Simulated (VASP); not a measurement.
# AlGa3N4 (P-42m) in VASP: notebook, part 2 of 2

VASP 6.6.1. Earlier steps stand in the parts before.

## (4) Single point, r2SCAN (biaxial strain in the a-b plane: +1.5 %)

Input file POSCAR:

```
AlGa3N4
1.0
    4.5323246117      0.0000000000      0.0000000000
    0.0000000000      4.5323246117      0.0000000000
    0.0000000000      0.0000000000      4.4251563451
Al Ga N
1 3 4
Direct
    0.0000000000      0.0000000000      0.0000000000
    0.5000000000      0.5000000000      0.0000000000
    0.5000000000      0.0000000000      0.5000000000
    0.0000000000      0.5000000000      0.5000000000
    0.7553510551      0.7553510551      0.2446489449
    0.7553510551      0.2446489449      0.7553510551
    0.2446489449      0.7553510551      0.7553510551
    0.2446489449      0.2446489449      0.2446489449
```

Input file INCAR.step1:

```
SYSTEM = AlGa3N4
PREC = Accurate ; ENCUT = 520
ISMEAR = 0 ; SIGMA = 0.02
LREAL = .FALSE. ; LASPH = .TRUE.
NELM = 100 ; NBANDS = 41
GGA = PE ; ALGO = Normal
EDIFF = 1E-4 ; LWAVE = .TRUE.
LCHARG = .FALSE.
```

Input file INCAR.step2:

```
SYSTEM = AlGa3N4
PREC = Accurate ; ENCUT = 520
EDIFF = 1E-6 ; ISMEAR = 0
SIGMA = 0.02 ; LREAL = .FALSE.
LASPH = .TRUE. ; NELM = 100
ALGO = Normal ; ISIF = 2
LWAVE = .FALSE. ; LCHARG = .FALSE.
METAGGA = R2SCAN ; LMIXTAU = .TRUE.
NBANDS = 41 ; ISTART = 1
```

Input file KPOINTS:

```
Automatic mesh
0
G
  6 6 6
  0 0 0
```

Potentials or basis: VASP PAW PBE potentials, release 64 (Al, Ga_d, N).

Started as:

```
$ cat potpaw_PBE.64/Al/POTCAR potpaw_PBE.64/Ga_d/POTCAR potpaw_PBE.64/N/POTCAR > POTCAR
$ cp INCAR.step1 INCAR
$ mpirun -np 1 vasp_std > vasp.out
$ cp INCAR.step2 INCAR
$ mpirun -np 1 vasp_std > vasp.out
```

OUTCAR:

```text
SYSTEM = AlGa3N4
   PREC = Accurate
   ENCUT = 520
   EDIFF = 1E-6
   ISMEAR = 0
   LREAL = .FALSE.
   LASPH = .TRUE.
   NELM = 100
   ISIF = 2
   METAGGA = R2SCAN
   ISTART = 1

 ion  position               nearest neighbor table
   1  0.000  0.000  0.000-   5 1.91   6 1.91   7 1.91   8 1.91
   2  0.500  0.500  0.000-   5 1.96   6 1.96   7 1.96   8 1.96
   3  0.500  0.000  0.500-   5 1.96   6 1.96   7 1.96   8 1.96
   4  0.000  0.500  0.500-   5 1.96   6 1.96   7 1.96   8 1.96
   5  0.755  0.755  0.245-   1 1.91   3 1.96   4 1.96   2 1.96
   6  0.755  0.245  0.755-   1 1.91   3 1.96   4 1.96   2 1.96
   7  0.245  0.755  0.755-   1 1.91   3 1.96   4 1.96   2 1.96
   8  0.245  0.245  0.245-   1 1.91   3 1.96   4 1.96   2 1.96

  LATTYP: Found a simple tetragonal cell.
 ALAT       =     4.5323246117
 C/A-ratio  =     0.9763546798

  Lattice vectors:

 A1 = (   4.5323246117,   0.0000000000,   0.0000000000)
 A2 = (   0.0000000000,   4.5323246117,   0.0000000000)
 A3 = (   0.0000000000,   0.0000000000,   4.4251563451)

Analysis of symmetry for initial positions (statically):
=====================================================================
 Subroutine PRICEL returns:
 Original cell was already a primitive cell.

 Routine SETGRP: Setting up the symmetry group for a
 simple tetragonal supercell.

 Subroutine GETGRP returns: Found  8 space group operations
 (whereof  8 operations were pure point group operations)
 out of a pool of 16 trial point group operations.

The static configuration has the point symmetry D_2d.

Analysis of symmetry for dynamics (positions and initial velocities):
=====================================================================
 Subroutine PRICEL returns:
 Original cell was already a primitive cell.

 Routine SETGRP: Setting up the symmetry group for a
 simple tetragonal supercell.
[... 140 lines left out ...]
  Thomas-Fermi vector in A             =   2.559734
   LORBIT       =      0    0 simple, 1 ext, 2 COOP (PROOUT), +10 PAW based schemes
   METAGGA = R2SCAN    functional components
   LHFCALC =     F    Hartree Fock is set to
   AEXX    =    0.0000 exact exchange contribution
   IVDW    =     0    specifies the selected vdW correction
   LEPSILON=     F    determine dielectric tensor
   LRPA    =     F    only Hartree local field effects (RPA)
 non-spin polarized calculation
 Gauss-broadening in eV      SIGMA  =   0.02
  energy-cutoff  :      520.00
  volume of cell :       90.90
 maximum number of plane-waves:      2474
 NGX is ok and might be reduce to    36
   NGX = 17   NGY = 17   NGZ = 17

 number of electron      62.0000010 magnetization

 Free energy of the ion-electron system (eV)
  ---------------------------------------------------
  ext. energy  EPLUGINS =         0.00000000
  ---------------------------------------------------
  free energy    TOTEN  =       -84.83641575 eV

  energy without entropy =      -84.83641575  energy(sigma->0) =      -84.83641575

 E-fermi :   5.2106     XC(G=0): -12.2672

 val. band max:        5.0430251298   @ k =   0.0000   0.0000   0.0000
 cond. band min:       7.6400629833   @ k =   0.0000   0.0000   0.0000
 fundamental gap:      2.5970378535
 Fermi energy:         5.2106082358

 k-point     1 :       0.0000    0.0000    0.0000
  band No.  band energies     occupation
      1     -11.3565      2.00000
      2     -10.0507      2.00000
      3     -10.0507      2.00000
      4     -10.0402      2.00000
      5      -8.5370      2.00000
      6      -8.5370      2.00000
[... 1045 lines left out ...]
     40      15.2704      0.00000
     41      15.3553      0.00000

 [... further k-points ...]

------------------------ aborting loop because EDIFF is reached ----------------------------------------

  FORCE on cell =-STRESS in cart. coord.  units (eV):
  Direction    XX          YY          ZZ          XY          YZ          ZX
  --------------------------------------------------------------------------------------
  -------------------------------------------------------------------------------------
  Total       -2.4892520     -2.4892520     -0.7260481      0.0000000      0.0000000      0.0000000
  in kB      -43.8741598    -43.8741598    -12.7969175      0.0000000      0.0000000      0.0000000
  external PRESSURE =     -33.5150790 kB  Pullay stress =       0.0000000 kB

 VOLUME and BASIS-vectors are now :
 -----------------------------------------------------------------------------
  energy-cutoff  :      520.00
  volume of cell :       90.90
      direct lattice vectors                 reciprocal lattice vectors
     4.532324612  0.000000000  0.000000000     0.220637330  0.000000000  0.000000000
     0.000000000  4.532324612  0.000000000     0.000000000  0.220637330  0.000000000
     0.000000000  0.000000000  4.425156345     0.000000000  0.000000000  0.225980716

 POSITION                                       TOTAL-FORCE (eV/Angst)
 -----------------------------------------------------------------------------------
      0.00000      0.00000      0.00000         0.000000      0.000000      0.000000
      2.26616      2.26616      0.00000         0.000000      0.000000      0.000000
      2.26616      0.00000      2.21258         0.000000      0.000000     -0.000000
      0.00000      2.26616      2.21258         0.000000      0.000000     -0.000000
      3.42350      3.42350      1.08261         0.034051      0.034051     -0.061838
      3.42350      1.10883      3.34255         0.034051     -0.034051      0.061838
      1.10883      3.42350      3.34255        -0.034051      0.034051      0.061838
      1.10883      1.10883      1.08261        -0.034051     -0.034051     -0.061838
 -----------------------------------------------------------------------------------
    total drift:                               -0.000000     -0.000000     -0.000000

  FREE ENERGIE OF THE ION-ELECTRON SYSTEM (eV)
  ---------------------------------------------------
  free  energy   TOTEN  =       -84.8364157504 eV

  energy  without entropy=      -84.8364157504  energy(sigma->0) =      -84.83641575
```

OUTCAR.step1:

```text
SYSTEM = AlGa3N4
   PREC = Accurate
   ENCUT = 520
   ISMEAR = 0
   LREAL = .FALSE.
   LASPH = .TRUE.
   NELM = 100
[... 1301 lines left out ...]
      3.42350      1.10883      3.34255         0.049002     -0.049002      0.074371
      1.10883      3.42350      3.34255        -0.049002      0.049002      0.074371
      1.10883      1.10883      1.08261        -0.049002     -0.049002     -0.074371
 -----------------------------------------------------------------------------------
    total drift:                               -0.000000     -0.000000     -0.000000

  FREE ENERGIE OF THE ION-ELECTRON SYSTEM (eV)
  ---------------------------------------------------
  free  energy   TOTEN  =       -51.2729110617 eV

  energy  without entropy=      -51.2729110617  energy(sigma->0) =      -51.27291106
```

It took 5.3 min on 1 thread of AMD EPYC 9R45 (Zen 5), shared host; peak memory 0.27 GiB.

Results:

| Quantity | Value |
| --- | --- |
| Free energy | -84.8364 eV |
| Pressure | -3.4 GPa |
| Largest force | 0.078 eV/Å |
| Band gap on the k mesh | 2.60 eV |

Forces in eV/Å, atoms in the order of the input:
```
Al   0.000  0.000  0.000
Ga   0.000  0.000  0.000
Ga   0.000  0.000  0.000
Ga   0.000  0.000  0.000
N    0.034  0.034 -0.062
N    0.034 -0.034  0.062
N   -0.034  0.034  0.062
N   -0.034 -0.034 -0.062
```

Stress tensor (GPa, compression positive):
```
-4.39  0.00  0.00
 0.00 -4.39  0.00
 0.00  0.00 -1.28
```

Caveat: the cell differs from its parent crystal (biaxial strain in the a-b plane: +1.5 %); the cell stands under tension; the PAW data sets were made with another functional, which shifts forces and pressure a little.

## (5) The runs side by side

| cell | gap on the mesh (eV) | pressure (GPa) | largest force (eV/Å) |
| --- | --- | --- | --- |
| a = 4.398, b = 4.398, c = 4.535 Å, 8 atoms, atomic positions A | 2.87 | 3.7 | 0.08 |
| a = 4.532, b = 4.532, c = 4.392 Å, 8 atoms, atomic positions B | 2.63 | -2.0 | 0.08 |
| a = 4.532, b = 4.532, c = 4.425 Å, 8 atoms, atomic positions C | 2.60 | -3.4 | 0.08 |

Alike in all rows: task single point; level r2SCAN; potentials or basis VASP PAW PBE potentials, release 64 (Al, Ga_d, N); no spin polarisation; k mesh 6 × 6 × 6; cutoff (eV) 520; smearing gaussian 0.02 eV.

Caveats: the PAW data sets were made with another functional, which shifts forces and pressure a little; the cell stands under pressure (at least some runs); the cell stands under tension (at least some runs).

Total energies depend on the potentials used, so only differences within one code and one set of settings carry meaning.
